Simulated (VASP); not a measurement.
# MnF2 (P4_2/mnm) in VASP: notebook

Runs on MnF2. Level: PBEsol+U. Tasks: single point.

All numbers are computed with VASP 6.6.1; they aren't measurements. Logs are shortened: lines on timing, memory, paths and dates and some standing lists are left out, and cuts for length are marked.

## Step 1: The cell of the first run

It takes space group P4_2/mnm (No. 136, tetragonal). Conventional cell: a = 4.873 Å, b = 4.873 Å, c = 3.310 Å, α = 90.00°, β = 90.00°, γ = 90.00°. Within 2.8 Å of Mn (site symmetry mmm) lie 6 F at 2.10 to 2.13 Å. F (site symmetry m2m) has 3 Mn at 2.10 to 2.13 Å and 1 F at 2.69 Å within 2.8 Å.

## Step 2: Single point, PBEsol+U, collinear spin, ferromagnetic start

Input file INCAR:

```
  ALGO = Normal
  EDIFF = 1E-7
  ENCUT = 520
  GGA = PS
  ISIF = 2
  ISMEAR = 0
  ISPIN = 2
  LASPH = True
  LCHARG = True
  LDAU = True
  LDAUJ = 0 0
  LDAUL = 2 -1
  LDAUPRINT = 1
  LDAUTYPE = 2
  LDAUU = 4 0
  LELF = True
  LMAXMIX = 4
  LORBIT = 11
  LREAL = False
  LVHAR = True
  LWAVE = False
  MAGMOM = 5 5 0 0 0 0
  NBANDS = 40
  NELM = 150
  PREC = Accurate
  SIGMA = 0.05
```

Input file KPOINTS:

```
k-points
0
Gamma
  4 4 6
```

Input file POSCAR:

```
MnF2
1.0
    4.8733996600      0.0000000000      0.0000000000
    0.0000000000      4.8733996600      0.0000000000
    0.0000000000      0.0000000000      3.3098997700
Mn F
2 4
Direct
    0.0000000000      0.0000000000      0.0000000000
    0.5000000000      0.5000000000      0.5000000000
    0.3050000000      0.3050000000      0.0000000000
    0.1950000000      0.8050000000      0.5000000000
    0.6950000000      0.6950000000      0.0000000000
    0.8050000000      0.1950000000      0.5000000000
```

Potentials or basis: VASP PAW PBE potentials, release 64 (Mn_pv, F).

On the command line:

```console
> cat potpaw_PBE.64/Mn_pv/POTCAR potpaw_PBE.64/F/POTCAR > POTCAR
> mpirun -np 1 vasp_std > vasp.out
```

OUTCAR:

```text
EDIFF = 1E-7
   ENCUT = 520
   GGA = PS
   ISIF = 2
   ISMEAR = 0
   ISPIN = 2
   LASPH = True
   LORBIT = 11
   LREAL = False
   NELM = 150
   PREC = Accurate

 ion  position               nearest neighbor table
   1  0.000  0.000  0.000-   3 2.10   5 2.10   4 2.13   6 2.13   4 2.13   6 2.13
   2  0.500  0.500  0.500-   4 2.10   6 2.10   5 2.13   3 2.13   3 2.13   5 2.13
   3  0.305  0.305  0.000-   1 2.10   2 2.13   2 2.13
   4  0.195  0.805  0.500-   2 2.10   1 2.13   1 2.13
   5  0.695  0.695  0.000-   1 2.10   2 2.13   2 2.13
   6  0.805  0.195  0.500-   2 2.10   1 2.13   1 2.13

  LATTYP: Found a simple tetragonal cell.
 ALAT       =     4.8733996600
 C/A-ratio  =     0.6791767556

  Lattice vectors:

 A1 = (   4.8733996600,   0.0000000000,   0.0000000000)
 A2 = (   0.0000000000,   4.8733996600,   0.0000000000)
 A3 = (   0.0000000000,   0.0000000000,   3.3098997700)

Analysis of symmetry for initial positions (statically):
=====================================================================
 Subroutine PRICEL returns:
 Original cell was already a primitive cell.

 Routine SETGRP: Setting up the symmetry group for a
 simple tetragonal supercell.

 Subroutine GETGRP returns: Found 16 space group operations
 (whereof  8 operations were pure point group operations)
 out of a pool of 16 trial point group operations.

The static configuration has the point symmetry D_2h.
 The point group associated with its full space group is D_4h.

Analysis of symmetry for dynamics (positions and initial velocities):
=====================================================================
 Subroutine PRICEL returns:
 Original cell was already a primitive cell.

 Routine SETGRP: Setting up the symmetry group for a
 simple tetragonal supercell.

 Subroutine GETGRP returns: Found 16 space group operations
 (whereof  8 operations were pure point group operations)
 out of a pool of 16 trial point group operations.

The dynamic configuration has the point symmetry D_2h.
 The point group associated with its full space group is D_4h.

Analysis of structural, dynamic, and magnetic symmetry:
=====================================================================
 Subroutine PRICEL returns:
 Original cell was already a primitive cell.

 Routine SETGRP: Setting up the symmetry group for a
 simple tetragonal supercell.

 Subroutine GETGRP returns: Found 16 space group operations
 (whereof  8 operations were pure point group operations)
 out of a pool of 16 trial point group operations.

The overall configuration has the point symmetry D_2h.
 The point group associated with its full space group is D_4h.

 Subroutine INISYM returns: Found 16 space group operations
 (whereof  8 operations are pure point group operations),
 and found     1 'primitive' translations

----------------------------------------------------------------------------------------

                                     Primitive cell

  volume of cell :      78.6102

  direct lattice vectors                    reciprocal lattice vectors
     4.873399660  0.000000000  0.000000000     0.205195566  0.000000000  0.000000000
     0.000000000  4.873399660  0.000000000     0.000000000  0.205195566  0.000000000
     0.000000000  0.000000000  3.309899770     0.000000000  0.000000000  0.302123952

  length of vectors
     4.873399660  4.873399660  3.309899770     0.205195566  0.205195566  0.302123952

  position of ions in fractional coordinates (direct lattice)
     0.000000000  0.000000000  0.000000000
     0.500000000  0.500000000  0.500000000
     0.305000000  0.305000000  0.000000000
     0.195000000  0.805000000  0.500000000
[... 151 lines left out ...]
  o =  0.9445  v = -0.6094  0.0000 -0.7929  0.0000  0.0000  0.0000  0.0000  0.0000  0.0000  0.0000      0.0000  0.0000  0.0000  0.0000  0.0000  0.0000  0.0000  0.0000  0.0000  0.0000
  o =  0.9479  v =  0.0000  0.0000 -0.0000  0.0000 -1.0000  0.0000  0.0000  0.0000  0.0000  0.0000      0.0000  0.0000  0.0000  0.0000  0.0000  0.0000  0.0000  0.0000  0.0000  0.0000
  o =  0.9480  v =  0.0000 -0.7071  0.0000 -0.7071 -0.0000  0.0000  0.0000  0.0000  0.0000  0.0000      0.0000  0.0000  0.0000  0.0000  0.0000  0.0000  0.0000  0.0000  0.0000  0.0000
  o =  0.9822  v =  0.0000 -0.7071  0.0000  0.7071 -0.0000  0.0000  0.0000  0.0000  0.0000  0.0000      0.0000  0.0000  0.0000  0.0000  0.0000  0.0000  0.0000  0.0000  0.0000  0.0000
  o =  0.9857  v = -0.7929  0.0000  0.6094  0.0000 -0.0000  0.0000  0.0000  0.0000  0.0000  0.0000      0.0000  0.0000  0.0000  0.0000  0.0000  0.0000  0.0000  0.0000  0.0000  0.0000

atom =   2  type =  1  l = 2

 onsite density matrix

spin component  1

  0.9704  0.0000  0.0199  0.0000  0.0000
  0.0000  0.9651  0.0000  0.0171  0.0000
  0.0199  0.0000  0.9598  0.0000  0.0000
  0.0000  0.0171  0.0000  0.9651  0.0000
  0.0000  0.0000  0.0000  0.0000  0.9479

spin component  2

  0.0442  0.0000  0.0244  0.0000 -0.0000
  0.0000  0.0361  0.0000  0.0215  0.0000
  0.0244  0.0000  0.0297  0.0000 -0.0000
  0.0000  0.0215  0.0000  0.0361  0.0000
 -0.0000  0.0000 -0.0000  0.0000  0.0134

 occupancies and eigenvectors

  o =  0.0115  v =  0.0000  0.0000  0.0000  0.0000  0.0000 -0.5978 -0.0000  0.8016  0.0000  0.0000      0.0000  0.0000  0.0000  0.0000  0.0000  0.0000  0.0000  0.0000  0.0000  0.0000
  o =  0.0134  v =  0.0000  0.0000  0.0000  0.0000  0.0000  0.0000  0.0000 -0.0000 -0.0000  1.0000      0.0000  0.0000  0.0000  0.0000  0.0000  0.0000  0.0000  0.0000  0.0000  0.0000
  o =  0.0146  v =  0.0000  0.0000  0.0000  0.0000  0.0000 -0.0000  0.7071 -0.0000 -0.7071 -0.0000      0.0000  0.0000  0.0000  0.0000  0.0000  0.0000  0.0000  0.0000  0.0000  0.0000
  o =  0.0575  v =  0.0000  0.0000  0.0000  0.0000  0.0000  0.0000 -0.7071  0.0000 -0.7071  0.0000      0.0000  0.0000  0.0000  0.0000  0.0000  0.0000  0.0000  0.0000  0.0000  0.0000
  o =  0.0624  v =  0.0000  0.0000  0.0000  0.0000  0.0000 -0.8016 -0.0000 -0.5978 -0.0000  0.0000      0.0000  0.0000  0.0000  0.0000  0.0000  0.0000  0.0000  0.0000  0.0000  0.0000
  o =  0.9445  v = -0.6094  0.0000  0.7929  0.0000  0.0000  0.0000  0.0000  0.0000  0.0000  0.0000      0.0000  0.0000  0.0000  0.0000  0.0000  0.0000  0.0000  0.0000  0.0000  0.0000
  o =  0.9479  v =  0.0000 -0.0000 -0.0000  0.0000  1.0000  0.0000  0.0000  0.0000  0.0000  0.0000      0.0000  0.0000  0.0000  0.0000  0.0000  0.0000  0.0000  0.0000  0.0000  0.0000
  o =  0.9480  v =  0.0000  0.7071  0.0000 -0.7071  0.0000  0.0000  0.0000  0.0000  0.0000  0.0000      0.0000  0.0000  0.0000  0.0000  0.0000  0.0000  0.0000  0.0000  0.0000  0.0000
  o =  0.9822  v =  0.0000 -0.7071  0.0000 -0.7071 -0.0000  0.0000  0.0000  0.0000  0.0000  0.0000      0.0000  0.0000  0.0000  0.0000  0.0000  0.0000  0.0000  0.0000  0.0000  0.0000
  o =  0.9857  v = -0.7929  0.0000 -0.6094  0.0000 -0.0000  0.0000  0.0000  0.0000  0.0000  0.0000      0.0000  0.0000  0.0000  0.0000  0.0000  0.0000  0.0000  0.0000  0.0000  0.0000

 number of electron      54.0000033 magnetization      10.0000018

 Free energy of the ion-electron system (eV)
  ---------------------------------------------------
  ext. energy  EPLUGINS =         0.00000000
  ---------------------------------------------------
  free energy    TOTEN  =       -39.11557548 eV

  energy without entropy =      -39.11557548  energy(sigma->0) =      -39.11557548

 E-fermi :   2.4054     XC(G=0):  -9.9854

 val. band max:        2.0320622064   @ k =   0.0000   0.0000   0.0000
 cond. band min:       4.2834884675   @ k =   0.0000   0.0000   0.0000
 fundamental gap:      2.2514262610
 Fermi energy:         2.4054359429

 spin component 1

 k-point     1 :       0.0000    0.0000    0.0000
  band No.  band energies     occupation
      1     -46.7173      1.00000
      2     -46.7173      1.00000
      3     -46.6597      1.00000
      4     -46.6597      1.00000
      5     -46.6550      1.00000
      6     -46.6531      1.00000
[... 997 lines left out ...]
     38      11.8801      0.00000
     39      11.9688      0.00000
 Fermi energy:         2.4054359429

 spin component 2

 k-point     1 :       0.0000    0.0000    0.0000
  band No.  band energies     occupation
      1     -41.7279      1.00000
      2     -41.7279      1.00000
      3     -41.6622      1.00000
      4     -41.6622      1.00000
      5     -41.6542      1.00000
      6     -41.6514      1.00000
[... 997 lines left out ...]
     38      12.6468      0.00000
     39      13.0023      0.00000
 [bands above 39 left out]

------------------------ aborting loop because EDIFF is reached ----------------------------------------

  FORCE on cell =-STRESS in cart. coord.  units (eV):
  Direction    XX          YY          ZZ          XY          YZ          ZX
  --------------------------------------------------------------------------------------
  -------------------------------------------------------------------------------------
  Total        0.3355161      0.3355161      0.2514514     -0.0000000      0.0000000      0.0000000
  in kB        6.8382515      6.8382515      5.1249031     -0.0000000      0.0000000      0.0000000
  external PRESSURE =       6.2671354 kB  Pullay stress =       0.0000000 kB

 VOLUME and BASIS-vectors are now :
 -----------------------------------------------------------------------------
  energy-cutoff  :      520.00
  volume of cell :       78.61
      direct lattice vectors                 reciprocal lattice vectors
     4.873399660  0.000000000  0.000000000     0.205195566  0.000000000  0.000000000
     0.000000000  4.873399660  0.000000000     0.000000000  0.205195566  0.000000000
     0.000000000  0.000000000  3.309899770     0.000000000  0.000000000  0.302123952

 POSITION                                       TOTAL-FORCE (eV/Angst)
 -----------------------------------------------------------------------------------
      0.00000      0.00000      0.00000        -0.000000      0.000000      0.000000
      2.43670      2.43670      1.65495        -0.000000      0.000000      0.000000
      1.48639      1.48639      0.00000         0.005852      0.005852     -0.000000
      0.95031      3.92309      1.65495        -0.005852      0.005852     -0.000000
      3.38701      3.38701      0.00000        -0.005852     -0.005852      0.000000
      3.92309      0.95031      1.65495         0.005852     -0.005852      0.000000
 -----------------------------------------------------------------------------------
    total drift:                                0.000000      0.000000      0.000000

  FREE ENERGIE OF THE ION-ELECTRON SYSTEM (eV)
  ---------------------------------------------------
  free  energy   TOTEN  =       -39.1155754828 eV

  energy  without entropy=      -39.1155754828  energy(sigma->0) =      -39.11557548

 total charge

# of ion       s       p       d       tot
------------------------------------------
    1        0.168   6.152   4.949  11.268
    2        0.168   6.152   4.949  11.268
    3        1.731   4.363   0.000   6.094
    4        1.731   4.363   0.000   6.094
    5        1.731   4.363   0.000   6.094
    6        1.731   4.363   0.000   6.094
--------------------------------------------------
tot          7.260  29.757   9.897  46.914

 magnetization (x)

# of ion       s       p       d       tot
------------------------------------------
    1        0.024   0.023   4.639   4.685
    2        0.024   0.023   4.639   4.685
    3        0.006   0.047   0.000   0.054
    4        0.006   0.047   0.000   0.054
    5        0.006   0.047   0.000   0.054
    6        0.006   0.047   0.000   0.054
--------------------------------------------------
tot          0.073   0.234   9.278   9.585
```

It took 51 s on 1 thread of Intel Xeon 6975P-C (Granite Rapids), shared host; peak memory 0.27 GiB.

Results:

```yaml
Free_energy: -39.1156 eV
Pressure: 0.6 GPa
Largest_force: 0.008 eV/Å
Band_gap_on_the_k_mesh: 2.25 eV
Net_moment: 10.00 μB per cell
Site_moments: Mn +4.68; F +0.05 μB
Valence_electrons_inside_the_program's_atomic_spheres: Mn 11.27; F 6.09
```

Forces on the atoms (eV/Å):
```
Mn   0.000  0.000  0.000
Mn   0.000  0.000  0.000
F    0.006  0.006  0.000
F   -0.006  0.006  0.000
F   -0.006 -0.006  0.000
F    0.006 -0.006  0.000
```

Stress tensor (GPa, compression positive):
```
0.68 0.00 0.00
0.00 0.68 0.00
0.00 0.00 0.51
```

Eigenvalues of the final occupation matrices:
```tsv
site	spin	trace	eigenvalues
site 1 d	1	4.81	0.94 0.95 0.95 0.98 0.99
site 1 d	2	0.16	0.01 0.01 0.01 0.06 0.06
site 2 d	1	4.81	0.94 0.95 0.95 0.98 0.99
site 2 d	2	0.16	0.01 0.01 0.01 0.06 0.06
```

Caveat: the PAW data sets were made with another functional, which shifts forces and pressure a little; only a ferromagnetic start was run, and an antiferromagnetic order may lie lower in energy. The state reached can hang on the start; a lower one may exist.

## Step 3: Single point, PBEsol+U, collinear spin, ferromagnetic start

Input file INCAR:

```
PREC = Accurate ; ENCUT = 520
EDIFF = 1E-6 ; ISMEAR = 0
SIGMA = 0.05 ; LREAL = F
LASPH = T ; NELM = 150
ALGO = Normal ; ISIF = 2
LWAVE = F ; LCHARG = F
ISPIN = 2 ; MAGMOM = 4.65 4.65 0.07 0.07 0.07 0.07
LORBIT = 11 ; LMAXMIX = 4
LDAU = T ; LDAUTYPE = 2
LDAUL = 2 -1 ; LDAUU = 4 0
LDAUJ = 0 0 ; LDAUPRINT = 1
GGA = PS ; NBANDS = 40
```

Input file KPOINTS:

```
regular mesh
0
Gamma
  4 4 6
```

POSCAR is that of step 2.

Potentials or basis: VASP PAW PBE potentials, release 64 (Mn_pv, F).

On the command line:

```console
> cat potpaw_PBE.64/Mn_pv/POTCAR potpaw_PBE.64/F/POTCAR > POTCAR
> mpirun -np 1 vasp_std > vasp.out
```

OUTCAR:

```text
PREC = Accurate
   ENCUT = 520
   EDIFF = 1E-6
   ISMEAR = 0
   LREAL = F
   LASPH = T
   NELM = 150
   ISIF = 2
   ISPIN = 2
   LORBIT = 11
   GGA = PS

 ion  position               nearest neighbor table
   1  0.000  0.000  0.000-   3 2.10   5 2.10   4 2.13   6 2.13   4 2.13   6 2.13
   2  0.500  0.500  0.500-   4 2.10   6 2.10   5 2.13   3 2.13   3 2.13   5 2.13
   3  0.305  0.305  0.000-   1 2.10   2 2.13   2 2.13
   4  0.195  0.805  0.500-   2 2.10   1 2.13   1 2.13
   5  0.695  0.695  0.000-   1 2.10   2 2.13   2 2.13
   6  0.805  0.195  0.500-   2 2.10   1 2.13   1 2.13

[... 2329 lines left out ...]
 -----------------------------------------------------------------------------------
      0.00000      0.00000      0.00000        -0.000000      0.000000      0.000000
      2.43670      2.43670      1.65495        -0.000000      0.000000      0.000000
      1.48639      1.48639      0.00000         0.005849      0.005849     -0.000000
      0.95031      3.92309      1.65495        -0.005849      0.005849     -0.000000
      3.38701      3.38701      0.00000        -0.005849     -0.005849      0.000000
      3.92309      0.95031      1.65495         0.005849     -0.005849      0.000000
 -----------------------------------------------------------------------------------
    total drift:                                0.000000      0.000000      0.000000

  FREE ENERGIE OF THE ION-ELECTRON SYSTEM (eV)
  ---------------------------------------------------
  free  energy   TOTEN  =       -39.1155753573 eV

  energy  without entropy=      -39.1155753573  energy(sigma->0) =      -39.11557536

 total charge

# of ion       s       p       d       tot
------------------------------------------
    1        0.168   6.152   4.949  11.268
    2        0.168   6.152   4.949  11.268
    3        1.731   4.363   0.000   6.094
    4        1.731   4.363   0.000   6.094
    5        1.731   4.363   0.000   6.094
    6        1.731   4.363   0.000   6.094
--------------------------------------------------
tot          7.260  29.757   9.897  46.914

 magnetization (x)

# of ion       s       p       d       tot
------------------------------------------
    1        0.024   0.023   4.639   4.685
    2        0.024   0.023   4.639   4.685
    3        0.006   0.047   0.000   0.054
    4        0.006   0.047   0.000   0.054
    5        0.006   0.047   0.000   0.054
    6        0.006   0.047   0.000   0.054
--------------------------------------------------
tot          0.073   0.234   9.278   9.585
```

OSZICAR:

```text
N       E                     dE             d eps       ncg     rms          rms(c)
DAV:   1     0.676155261707E+03    0.67616E+03   -0.29684E+04  3904   0.151E+03
DAV:   2     0.195827132771E+02   -0.65657E+03   -0.60944E+03  4016   0.459E+02
DAV:   3    -0.383933560639E+02   -0.57976E+02   -0.57345E+02  4440   0.148E+02
DAV:   4    -0.392862861878E+02   -0.89293E+00   -0.89241E+00  4088   0.202E+01
DAV:   5    -0.392966888740E+02   -0.10403E-01   -0.10402E-01  4320   0.217E+00    0.204E+01
DAV:   6    -0.380826179977E+02    0.12141E+01   -0.14374E+01  4336   0.306E+01    0.161E+01
DAV:   7    -0.388124319332E+02   -0.72981E+00   -0.15472E+00  4000   0.105E+01    0.103E+01
DAV:   8    -0.382017869487E+02    0.61064E+00   -0.39057E-01  4176   0.667E+00    0.620E+00
DAV:   9    -0.391167662208E+02   -0.91498E+00   -0.10807E-01  4272   0.401E+00    0.978E-01
DAV:  10    -0.391147971375E+02    0.19691E-02   -0.25109E-02  4064   0.116E+00    0.247E-01
DAV:  11    -0.391152857813E+02   -0.48864E-03   -0.18748E-03  4160   0.273E-01    0.122E-01
DAV:  12    -0.391155220817E+02   -0.23630E-03   -0.64477E-04  4000   0.175E-01    0.657E-02
DAV:  13    -0.391155628740E+02   -0.40792E-04   -0.30512E-05  4040   0.503E-02    0.464E-02
DAV:  14    -0.391155719505E+02   -0.90765E-05   -0.26290E-05  3992   0.321E-02    0.213E-02
DAV:  15    -0.391155753082E+02   -0.33577E-05   -0.34437E-06  3552   0.150E-02    0.218E-03
DAV:  16    -0.391155753573E+02   -0.49033E-07   -0.36414E-07  2392   0.573E-03
   1 F= -.39115575E+02 E0= -.39115575E+02  d E =-.910358E-28  mag=    10.0000
```

stdout:

```text
POSCAR found type information on POSCAR MnF
 POSCAR found :  2 types and       6 ions
 scaLAPACK will be used
 -----------------------------------------------------------------------------
|                                                                             |
|                                                                             |
|     You enforced a specific xc type in the INCAR file but a different       |
|     I HOPE YOU KNOW WHAT YOU ARE DOING!                                     |
|                                                                             |
 -----------------------------------------------------------------------------

 LDA part: xc-table for (Slater+PW92), standard interpolation
 POSCAR, INCAR and KPOINTS ok, starting setup
 FFT: planning ... GRIDC
 FFT: planning ... GRID_SOFT
 FFT: planning ... GRID
 WAVECAR not read
 entering main loop
```

Run time: 50 s. Hardware: 1 thread of Intel Xeon 6975P-C (Granite Rapids), shared host; peak memory 0.27 GiB.

What came out:

* Free energy: -39.1156 eV
* Pressure: 0.6 GPa
* Largest force: 0.008 eV/Å
* Band gap on the k mesh: 2.25 eV
* Net moment: 10.00 μB per cell
* Site moments: Mn +4.68; F +0.05 μB
* Valence electrons inside the program's atomic spheres: Mn 11.27; F 6.09

Forces on the atoms (eV/Å):
```
Mn   0.000  0.000  0.000
Mn   0.000  0.000  0.000
F    0.006  0.006  0.000
F   -0.006  0.006  0.000
F   -0.006 -0.006  0.000
F    0.006 -0.006  0.000
```

Stress tensor (GPa, compression positive):
```
0.67 0.00 0.00
0.00 0.67 0.00
0.00 0.00 0.50
```

Eigenvalues of the final occupation matrices:
```
    site  spin  trace               eigenvalues
site 1 d     1   4.81  0.94 0.95 0.95 0.98 0.99
site 1 d     2   0.16  0.01 0.01 0.01 0.06 0.06
site 2 d     1   4.81  0.94 0.95 0.95 0.98 0.99
site 2 d     2   0.16  0.01 0.01 0.01 0.06 0.06
```

Caveat: the PAW data sets were made with another functional, which shifts forces and pressure a little; only a ferromagnetic start was run, and an antiferromagnetic order may lie lower in energy. The state reached can hang on the start; a lower one may exist.

(Continued in part 2 of 2.)
